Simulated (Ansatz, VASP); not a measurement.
## Two plane-wave programs on NaF

```
Na F
1.0
     3.37001    0.00000    0.00000
     0.00000    3.37001    0.00000
     0.00000    0.00000    4.64987
Na F
2 2
Direct
  0.00000 0.00000 0.00000
  0.50000 0.50000 0.50000
  0.50000 0.50000 0.00000
  0.00000 0.00000 0.50000
```

Alike in both runs: task single point; functional PBE; k mesh 6 × 6 × 4; occupations gaussian, width 0.1 eV; no spin polarisation.

|  | VASP | Ansatz |
| --- | --- | --- |
| version | VASP 6.6.1 | Ansatz 0.2.0 |
| potentials or method | VASP PAW PBE potentials, release 64 (Na_pv, F), cutoff 600 eV | scalar-relativistic, plane waves, PAW |
| valence electrons in the cell | 28 | 32 |

Ansatz gave:

* gap on the k mesh at the Fermi level (eV): 6.00
* least direct gap on the mesh (eV): 6.00
* pressure (GPa): -0.6

Task: Estimate VASP's values.

Result: gap on the k mesh at the Fermi level (eV): 5.99; least direct gap on the mesh (eV): 5.99; pressure (GPa): -0.9.

With one functional, cell and mesh, what is left measures potentials, basis and numerics. VASP's potentials hold 28 valence electrons a cell and Ansatz's 32, so a difference there can come from the potentials and not from the codes.
